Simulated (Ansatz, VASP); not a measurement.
# CaMg in VASP and in Ansatz

Contents of INCAR:

```
  PREC = Accurate
  ENCUT = 520
  EDIFF = 1E-6
  ISMEAR = 0
  SIGMA = 0.15
  LREAL = F
  LASPH = T
  NELM = 60
  ALGO = Fast
  ISIF = 2
  LWAVE = F
  LCHARG = F
  NBANDS = 13
```

Contents of KPOINTS:

```
Automatic mesh
0
Gamma
  12 12 12
```

The input POSCAR:

```
CaMg
1.0
    3.8902953072      0.0000000000      0.0000000000
    0.0000000000      3.8902953072      0.0000000000
    0.0000000000      0.0000000000      3.8902953072
Ca Mg
1 1
Direct
    0.0000000000      0.0000000000      0.0000000000
    0.5000000000      0.5000000000      0.5000000000
```

Input for Ansatz:

```yaml
crystal:
  lattice:
    - [3.8902953072, 0.0, 0.0]
    - [0.0, 3.8902953072, 0.0]
    - [0.0, 0.0, 3.8902953072]
  atoms:
    - { symbol: Ca, position: [0.0, 0.0, 0.0] }
    - { symbol: Mg, position: [0.5, 0.5, 0.5] }
basis:
  ecutwfc: 520.0
kpoints:
  mp_grid: { grid: [12, 12, 12] }
hamiltonian:
  xc: lda
scf:
  occupations: { method: gaussian, width: 0.15 }
output:
  forces: true
  stress: true
  eigenvalues: true
  write_density: true
  write_potential: true
  elf: true
  volumetric_format: npy
```

Change from the starting cell: mode 4 frozen in at +0.000 Å, equal normal strain along x, y and z +0.0083.

Alike in both runs: task single point; functional LDA; k mesh 12 × 12 × 12; occupations gaussian, width 0.15 eV; no spin polarisation.

```csv
,VASP,Ansatz
version,VASP 6.6.1,Ansatz 0.2.0
potentials or method,"VASP PAW LDA potentials, release 64 (Ca_sv, Mg), cutoff 520 eV","scalar-relativistic, plane waves, PAW"
valence electrons in the cell,12,20
```

|  | VASP | Ansatz | Ansatz less VASP |
| --- | --- | --- | --- |
| gap on the k mesh at the Fermi level (eV) | none | none | - |
| pressure (GPa) | -0.8 | -0.7 | +0.13 |

LDA's correlation is that of Perdew and Zunger in VASP and of Perdew and Wang (1992) in Ansatz. A gap of «none» marks a metal or a gap that the smearing closes. VASP's potentials hold 12 valence electrons a cell and Ansatz's 20, so a difference there can come from the potentials and not from the codes.
